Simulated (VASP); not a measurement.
# MgZn2TeSe2 (P4/mmm) in VASP: a series of runs

The runs below take MgZn2TeSe2 through single point, relaxation of cell and atoms, with PBE.

Program: VASP 6.6.1. These are calculated values, not measurements. Logs are shortened: lines on timing, memory, paths and dates and some standing lists are left out, and cuts for length are marked.

**1. The cell of the first run**

It takes space group P4/mmm (No. 123, tetragonal). The conventional cell has a = 4.543 Å, b = 4.543 Å, c = 5.977 Å, α = 90.00°, β = 90.00°, γ = 90.00°. Within 3.9 Å of Mg (site symmetry 4/mmm) lie 2 Te at 2.99 Å and 8 Zn at 3.49 Å and 8 Se at 3.75 Å. Within 3.6 Å of Zn (site symmetry 4mm) lie 2 Zn at 2.74 to 3.24 Å and 4 Se at 2.79 Å and 4 Mg at 3.49 Å and 4 Te at 3.60 Å. Te (site symmetry 4/mmm) has 4 Se at 2.27 Å and 2 Mg at 2.99 Å within 3.0 Å. Within 3.0 Å of Se (site symmetry mmm) lie 2 Te at 2.27 Å and 4 Zn at 2.79 Å.

**2. Single point, PBE**

Contents of INCAR:

```
PREC = Accurate
ENCUT = 520
EDIFF = 1E-6
ISMEAR = 0
SIGMA = 0.1
LREAL = False
LASPH = True
NELM = 60
ALGO = Normal
ISIF = 2
LWAVE = False
LCHARG = False
GGA = PE
NBANDS = 31
```

Contents of KPOINTS:

```
regular mesh
0
Gamma
  4 4 4
```

Contents of POSCAR:

```
MgZn2TeSe2
1.0
    4.5428559400      0.0000000000      0.0000000000
    0.0000000000      4.5428559400      0.0000000000
    0.0000000000      0.0000000000      5.9774020500
Mg Zn Te Se
1 2 1 2
Direct
    0.0000000000      0.0000000000      0.5000000000
    0.5000000000      0.5000000000      0.2707569900
    0.5000000000      0.5000000000      0.7292430100
    0.0000000000      0.0000000000      0.0000000000
    0.0000000000      0.5000000000      0.0000000000
    0.5000000000      0.0000000000      0.0000000000
```

Potentials or basis: VASP PAW PBE potentials, release 64 (Mg, Zn, Te, Se).

Launch:

```console
> cat potpaw_PBE.64/Mg/POTCAR potpaw_PBE.64/Zn/POTCAR potpaw_PBE.64/Te/POTCAR potpaw_PBE.64/Se/POTCAR > POTCAR
> mpirun -np 1 vasp_std > vasp.out
```

OUTCAR:

```text
PREC = Accurate
   ENCUT = 520
   EDIFF = 1E-6
   ISMEAR = 0
   LREAL = False
   LASPH = True
   NELM = 60
   ISIF = 2
   GGA = PE

 ion  position               nearest neighbor table
   1  0.000  0.000  0.500-   4 2.99   4 2.99
   2  0.500  0.500  0.271-   3 2.74   5 2.79   6 2.79   6 2.79   5 2.79
   3  0.500  0.500  0.729-   2 2.74   5 2.79   6 2.79   6 2.79   5 2.79
   4  0.000  0.000  0.000-   5 2.27   6 2.27   5 2.27   6 2.27   1 2.99   1 2.99
   5  0.000  0.500  0.000-   4 2.27   4 2.27   2 2.79   3 2.79   2 2.79   3 2.79
   6  0.500  0.000  0.000-   4 2.27   4 2.27   2 2.79   2 2.79   3 2.79   3 2.79

  LATTYP: Found a simple tetragonal cell.
 ALAT       =     4.5428559400
 C/A-ratio  =     1.3157806739

  Lattice vectors:

 A1 = (   4.5428559400,   0.0000000000,   0.0000000000)
 A2 = (   0.0000000000,   4.5428559400,   0.0000000000)
 A3 = (   0.0000000000,   0.0000000000,   5.9774020500)

Analysis of symmetry for initial positions (statically):
=====================================================================
 Subroutine PRICEL returns:
 Original cell was already a primitive cell.

 Routine SETGRP: Setting up the symmetry group for a
 simple tetragonal supercell.

 Subroutine GETGRP returns: Found 16 space group operations
 (whereof 16 operations were pure point group operations)
 out of a pool of 16 trial point group operations.

The static configuration has the point symmetry D_4h.

Analysis of symmetry for dynamics (positions and initial velocities):
=====================================================================
 Subroutine PRICEL returns:
 Original cell was already a primitive cell.

 Routine SETGRP: Setting up the symmetry group for a
 simple tetragonal supercell.

 Subroutine GETGRP returns: Found 16 space group operations
 (whereof 16 operations were pure point group operations)
 out of a pool of 16 trial point group operations.

The dynamic configuration has the point symmetry D_4h.

 Subroutine INISYM returns: Found 16 space group operations
 (whereof 16 operations are pure point group operations),
 and found     1 'primitive' translations

----------------------------------------------------------------------------------------

                                     Primitive cell

  volume of cell :     123.3589

  direct lattice vectors                    reciprocal lattice vectors
     4.542855940  0.000000000  0.000000000     0.220125844  0.000000000  0.000000000
     0.000000000  4.542855940  0.000000000     0.000000000  0.220125844  0.000000000
     0.000000000  0.000000000  5.977402050     0.000000000  0.000000000  0.167296761

  length of vectors
     4.542855940  4.542855940  5.977402050     0.220125844  0.220125844  0.167296761

  position of ions in fractional coordinates (direct lattice)
     0.000000000  0.000000000  0.500000000
     0.500000000  0.500000000  0.270756990
     0.500000000  0.500000000  0.729243010
     0.000000000  0.000000000  0.000000000
     0.000000000  0.500000000  0.000000000
     0.500000000  0.000000000  0.000000000

  ion indices of the primitive-cell ions
   primitive index   ion index
                 1           1
                 2           2
                 3           3
                 4           4
                 5           5
                 6           6

----------------------------------------------------------------------------------------

 KPOINTS: regular mesh

Automatic generation of k-mesh.
 Grid dimensions read from file:
 generate k-points for:    4    4    4

 Generating k-lattice:

  Cartesian coordinates                     Fractional coordinates (reciprocal lattice)
     0.055031461  0.000000000  0.000000000     0.250000000  0.000000000  0.000000000
     0.000000000  0.055031461  0.000000000     0.000000000  0.250000000  0.000000000
     0.000000000  0.000000000  0.041824190     0.000000000  0.000000000  0.250000000

  Length of vectors
     0.055031461  0.055031461  0.041824190

  Shift w.r.t. Gamma in fractional coordinates (k-lattice)
     0.000000000  0.000000000  0.000000000

 Subroutine IBZKPT returns following result:
 ===========================================

 Found     18 irreducible k-points:

 Following reciprocal coordinates:
            Coordinates               Weight
  0.000000  0.000000  0.000000      1.000000
  0.250000  0.000000  0.000000      4.000000
  0.500000  0.000000  0.000000      2.000000
  0.250000  0.250000  0.000000      4.000000
  0.500000  0.250000  0.000000      4.000000
  0.500000  0.500000  0.000000      1.000000
[... 10 lines left out ...]
  0.500000  0.250000  0.500000      4.000000
  0.500000  0.500000  0.500000      1.000000
   k-points           NKPTS =     18   k-points in BZ     NKDIM =     18   number of bands    NBANDS=     31
   number of dos      NEDOS =    301   number of ions     NIONS =      6
   total plane-waves  NPLWV =  62208
   dimension x,y,z NGX =    36 NGY =   36 NGZ =   48
   dimension x,y,z NGXF=    72 NGYF=   72 NGZF=   96
   ions per type =               1   2   1   2
   NGX,Y,Z   is equivalent  to a cutoff of  13.17, 13.17, 13.35 a.u.
   NGXF,Y,Z  is equivalent  to a cutoff of  26.35, 26.35, 26.70 a.u.
 SYSTEM =  unknown system
   PREC   = accura    normal or accurate (medium, high low for compatibility)
   ISTART =      0    job   : 0-new  1-cont  2-samecut
   ICHARG =      2    charge: 1-file 2-atom 10-const
   ISPIN  =      1    spin polarized calculation?
   LNONCOLLINEAR =      F non collinear calculations
   LSORBIT =      F    spin-orbit coupling
   LASPH  =      T    aspherical Exc in radial PAW
   ENCUT  =  520.0 eV  38.22 Ry    6.18 a.u.   8.45  8.45 11.11*2*pi/ulx,y,z
   NELM   =     60;   NELMIN=  2; NELMDL= -5     # of ELM steps
   EDIFF  = 0.1E-05   stopping-criterion for ELM
   LREAL  =      F    real-space projection
   EDIFFG = 0.1E-04   stopping-criterion for IOM
   NSW    =      0    number of steps for IOM
   IBRION =     -1    ionic relax: 0-MD 1-quasi-New 2-CG
   NFREE  =      0    steps in history (QN), initial steepest desc. (CG)
   ISIF   =      2    stress and relaxation
   ISYM   =      2    0-nonsym 1-usesym 2-fastsym
   POTIM  = 0.5000    time-step for ionic-motion
   TEBEG  =    0.0;   TEEND  =   0.0 temperature during run
   PSTRESS=    0.0 pullay stress
   NELECT =      44.0000    total number of electrons
   NUPDOWN=      -1.0000    fix difference up-down
   EMIN   =  10.00;   EMAX   =-10.00  energy-range for DOS
   EFERMI =   0.00;   METHOD = LEGACY
   ISMEAR =     0;   SIGMA  =   0.10  broadening in eV -4-tet -1-fermi 0-gaus
   EFERMI_NEDOS =   21; number of points for ismear=-14 and -15
   IALGO  =     38    algorithm
   IMIX   =      4    mixing-type and parameters
     AMIX     =   0.40;   BMIX     =  1.00
     AMIX_MAG =   1.60;   BMIX_MAG =  1.00
  volume/ion in A,a.u.               =      20.56       138.74
  Fermi-wavevector in a.u.,A,eV,Ry     =   1.161009  2.193989 18.339863  1.347942
  Thomas-Fermi vector in A             =   2.297586
   LORBIT       =      0    0 simple, 1 ext, 2 COOP (PROOUT), +10 PAW based schemes
   GGA     = PE    functional components
   LHFCALC =     F    Hartree Fock is set to
   AEXX    =    0.0000 exact exchange contribution
   IVDW    =     0    specifies the selected vdW correction
   LEPSILON=     F    determine dielectric tensor
   LRPA    =     F    only Hartree local field effects (RPA)
 non-spin polarized calculation
 Gauss-broadening in eV      SIGMA  =   0.10
  energy-cutoff  :      520.00
  volume of cell :      123.36
 maximum number of plane-waves:      3336
 NGX is ok and might be reduce to    36
   NGX = 17   NGY = 17   NGZ = 23

 number of electron      44.0000040 magnetization

 Free energy of the ion-electron system (eV)
  ---------------------------------------------------
  ext. energy  EPLUGINS =         0.00000000
  ---------------------------------------------------
  free energy    TOTEN  =        -6.60355299 eV

  energy without entropy =       -6.58884350  energy(sigma->0) =       -6.59619825

 E-fermi :   5.4204     XC(G=0):  -9.9760

 val. band max:        5.4117388035   @ k =   0.5000   0.2500   0.5000
 cond. band min:       5.4700391553   @ k =   0.0000   0.0000   0.2500
 fundamental gap:      0.0583003518
 Fermi energy:         5.4204028121

 k-point     1 :       0.0000    0.0000    0.0000
  band No.  band energies     occupation
      1     -13.0047      2.00000
      2      -8.2020      2.00000
      3      -4.3650      2.00000
      4      -4.3650      2.00000
      5      -3.0001      2.00000
      6      -2.5560      2.00000
[... 23 lines left out ...]
     30       9.7338      0.00000
     31      13.1102      0.00000

 k-point     2 :       0.2500    0.0000    0.0000
  band No.  band energies     occupation
      1     -12.6416      2.00000
      2      -9.2374      2.00000
      3      -5.1588      2.00000
      4      -4.1668      2.00000
      5      -2.2242      2.00000
      6      -2.1067      2.00000
[... 23 lines left out ...]
     30      10.9257      0.00000
     31      11.2997      0.00000

 k-point     3 :       0.5000    0.0000    0.0000
  band No.  band energies     occupation
      1     -11.9995      2.00000
      2     -10.4463      2.00000
      3      -5.2555      2.00000
      4      -3.9273      2.00000
      5      -2.1404      2.00000
      6      -2.1296      2.00000
[... 23 lines left out ...]
     30      10.8055      0.00000
     31      11.3248      0.00000

 k-point     4 :       0.2500    0.2500    0.0000
  band No.  band energies     occupation
      1     -12.2631      2.00000
      2      -9.5007      2.00000
      3      -7.2795      2.00000
      4      -2.3418      2.00000
      5      -2.0775      2.00000
      6      -2.0085      2.00000
[... 431 lines left out ...]
     30      10.5868      0.00000
     31      11.1126      0.00000

 k-point    17 :       0.5000    0.2500    0.5000
  band No.  band energies     occupation
      1     -11.5443      2.00000
      2     -10.3534      2.00000
      3      -7.8968      2.00000
      4      -2.3426      2.00000
      5      -1.9067      2.00000
      6      -1.8881      2.00000
[... 23 lines left out ...]
     30      10.4688      0.00000
     31      11.2517      0.00000

 k-point    18 :       0.5000    0.5000    0.5000
  band No.  band energies     occupation
      1     -10.2628      2.00000
      2     -10.2628      2.00000
      3     -10.1051      2.00000
      4      -2.8296      2.00000
      5      -1.8916      2.00000
      6      -1.8608      2.00000
[... 23 lines left out ...]
     30       8.6171      0.00000
     31       9.8293      0.00000

------------------------ aborting loop because EDIFF is reached ----------------------------------------

  FORCE on cell =-STRESS in cart. coord.  units (eV):
  Direction    XX          YY          ZZ          XY          YZ          ZX
  --------------------------------------------------------------------------------------
  -------------------------------------------------------------------------------------
  Total       38.6397041     38.6397041      0.4640995      0.0000000      0.0000000      0.0000000
  in kB      501.8500554    501.8500554      6.0276957      0.0000000      0.0000000      0.0000000
  external PRESSURE =     336.5759355 kB  Pullay stress =       0.0000000 kB

 VOLUME and BASIS-vectors are now :
 -----------------------------------------------------------------------------
  energy-cutoff  :      520.00
  volume of cell :      123.36
      direct lattice vectors                 reciprocal lattice vectors
     4.542855940  0.000000000  0.000000000     0.220125844  0.000000000  0.000000000
     0.000000000  4.542855940  0.000000000     0.000000000  0.220125844  0.000000000
     0.000000000  0.000000000  5.977402050     0.000000000  0.000000000  0.167296761

 POSITION                                       TOTAL-FORCE (eV/Angst)
 -----------------------------------------------------------------------------------
      0.00000      0.00000      2.98870        -0.000000     -0.000000     -0.000000
      2.27143      2.27143      1.61842         0.000000      0.000000      0.826508
      2.27143      2.27143      4.35898        -0.000000      0.000000     -0.826508
      0.00000      0.00000      0.00000        -0.000000     -0.000000     -0.000000
      0.00000      2.27143      0.00000        -0.000000     -0.000000     -0.000000
      2.27143      0.00000      0.00000        -0.000000     -0.000000     -0.000000
 -----------------------------------------------------------------------------------
    total drift:                                0.000000      0.000000      0.000000

  FREE ENERGIE OF THE ION-ELECTRON SYSTEM (eV)
  ---------------------------------------------------
  free  energy   TOTEN  =        -6.6035529891 eV

  energy  without entropy=       -6.5888435034  energy(sigma->0) =       -6.59619825
```

Wall time 40 s (1 thread of Intel Xeon 6975P-C (Granite Rapids), shared host); peak memory 0.28 GiB.

What came out:

```yaml
Free_energy: -6.6036 eV
Pressure: 33.7 GPa
Largest_force: 0.827 eV/Å
Band_gap_on_the_k_mesh: zero (band 22 reaches 5.94 eV, above the bottom of band 23 at 4.91 eV)
```

Forces on the atoms (eV/Å):
```
Mg   0.000  0.000  0.000
Zn   0.000  0.000  0.827
Zn   0.000  0.000 -0.827
Te   0.000  0.000  0.000
Se   0.000  0.000  0.000
Se   0.000  0.000  0.000
```

Caveat: spin-orbit coupling is left out, which moves the levels of the heavy elements.

**3. Single point, PBE**

This run uses another cell than the first one, of 27.90 Å³/atom, 1.357 times its volume.

Contents of INCAR:

```
PREC = Accurate ; ENCUT = 520
EDIFF = 1E-7 ; ISMEAR = 0
SIGMA = 0.1 ; LREAL = False
LASPH = True ; NELM = 100
ALGO = Normal ; ISIF = 2
LWAVE = False ; LCHARG = True
GGA = PE ; LELF = True
LVHAR = True ; NBANDS = 31
```

Contents of KPOINTS:

```
Automatic mesh
0
Gamma
  4 4 4
```

Contents of POSCAR:

```
MgZn2TeSe2
1.0
    5.6059570148      0.0000000000      0.0000000000
    0.0000000000      5.6059570148      0.0000000000
    0.0000000000      0.0000000000      5.3273747336
Mg Zn Te Se
1 2 1 2
Direct
    0.0000000000      0.0000000000      0.5000000000
    0.5000000000      0.5000000000      0.2577463407
    0.5000000000      0.5000000000      0.7422536593
    0.0000000000      0.0000000000      0.0000000000
    0.0000000000      0.5000000000      0.0000000000
    0.5000000000      0.0000000000      0.0000000000
```

Potentials or basis: VASP PAW PBE potentials, release 64 (Mg, Zn, Te, Se).

Launch:

```console
> cat potpaw_PBE.64/Mg/POTCAR potpaw_PBE.64/Zn/POTCAR potpaw_PBE.64/Te/POTCAR potpaw_PBE.64/Se/POTCAR > POTCAR
> mpirun -np 1 vasp_std > vasp.out
```

OUTCAR:

```text
PREC = Accurate
   ENCUT = 520
   EDIFF = 1E-7
   ISMEAR = 0
   LREAL = False
   LASPH = True
   NELM = 100
   ISIF = 2
   GGA = PE

 ion  position               nearest neighbor table
   1  0.000  0.000  0.500-   4 2.66   4 2.66
   2  0.500  0.500  0.258-   3 2.58   3 2.75
   3  0.500  0.500  0.742-   2 2.58   2 2.75
   4  0.000  0.000  0.000-   1 2.66   1 2.66   6 2.80   5 2.80   5 2.80   6 2.80
   5  0.000  0.500  0.000-   4 2.80   4 2.80
   6  0.500  0.000  0.000-   4 2.80   4 2.80
[... 811 lines left out ...]
  -------------------------------------------------------------------------------------
  Total       -0.0025066     -0.0025066      0.0358891      0.0000000      0.0000000     -0.0000000
  in kB       -0.0239876     -0.0239876      0.3434473      0.0000000      0.0000000     -0.0000000
  external PRESSURE =       0.0984907 kB  Pullay stress =       0.0000000 kB

 VOLUME and BASIS-vectors are now :
 -----------------------------------------------------------------------------
  energy-cutoff  :      520.00
  volume of cell :      167.42
      direct lattice vectors                 reciprocal lattice vectors
     5.605957015  0.000000000  0.000000000     0.178381675  0.000000000  0.000000000
     0.000000000  5.605957015  0.000000000     0.000000000  0.178381675  0.000000000
     0.000000000  0.000000000  5.327374734     0.000000000  0.000000000  0.187709716

 POSITION                                       TOTAL-FORCE (eV/Angst)
 -----------------------------------------------------------------------------------
      0.00000      0.00000      2.66369         0.000000      0.000000      0.000000
      2.80298      2.80298      1.37311        -0.000000      0.000000      0.001560
      2.80298      2.80298      3.95426         0.000000      0.000000     -0.001560
      0.00000      0.00000      0.00000         0.000000      0.000000      0.000000
      0.00000      2.80298      0.00000         0.000000      0.000000      0.000000
      2.80298      0.00000      0.00000         0.000000      0.000000      0.000000
 -----------------------------------------------------------------------------------
    total drift:                                0.000000     -0.000000     -0.000000

  FREE ENERGIE OF THE ION-ELECTRON SYSTEM (eV)
  ---------------------------------------------------
  free  energy   TOTEN  =       -13.4992539143 eV

  energy  without entropy=      -13.4886298992  energy(sigma->0) =      -13.49394191
```

OSZICAR:

```text
N       E                     dE             d eps       ncg     rms          rms(c)
DAV:   1     0.267778949198E+03    0.26778E+03   -0.18404E+04  1116   0.137E+03
DAV:   2     0.143272770948E+02   -0.25345E+03   -0.23972E+03  1208   0.308E+02
DAV:   3    -0.135509560582E+02   -0.27878E+02   -0.27069E+02  1371   0.979E+01
DAV:   4    -0.143330849501E+02   -0.78213E+00   -0.78032E+00  1257   0.164E+01
DAV:   5    -0.143435102743E+02   -0.10425E-01   -0.10424E-01  1373   0.188E+00    0.976E+00
DAV:   6    -0.135494164602E+02    0.79409E+00   -0.14804E+00  1525   0.142E+01    0.661E+00
DAV:   7    -0.135047489895E+02    0.44667E-01   -0.51677E-01  1256   0.328E+00    0.304E+00
DAV:   8    -0.134989322407E+02    0.58167E-02   -0.40620E-02  1271   0.118E+00    0.479E-01
DAV:   9    -0.134990387634E+02   -0.10652E-03   -0.68243E-03  1333   0.650E-01    0.171E-01
DAV:  10    -0.134990976588E+02   -0.58895E-04   -0.75231E-04  1354   0.194E-01    0.794E-02
DAV:  11    -0.134992276636E+02   -0.13000E-03   -0.17802E-04  1284   0.609E-02    0.415E-02
DAV:  12    -0.134992518521E+02   -0.24189E-04   -0.21188E-05  1319   0.235E-02    0.217E-02
DAV:  13    -0.134992539510E+02   -0.20988E-05   -0.10370E-05  1242   0.172E-02    0.367E-03
DAV:  14    -0.134992538492E+02    0.10178E-06   -0.14402E-06  1300   0.744E-03    0.466E-03
DAV:  15    -0.134992539143E+02   -0.65105E-07   -0.16316E-07  1184   0.181E-03
   1 F= -.13499254E+02 E0= -.13493942E+02  d E =-.106240E-01
```

Wall time 62 s (1 thread of Intel Xeon 6975P-C (Granite Rapids), shared host); peak memory 0.31 GiB.

Results:

- Free energy: -13.4993 eV
- Pressure: 0.0 GPa
- Band gap on the k mesh: zero (band 22 reaches 2.86 eV, above the bottom of band 23 at 1.72 eV)

Caveat: spin-orbit coupling is left out, which moves the levels of the heavy elements.

(Part 1 of 2 ends here.)
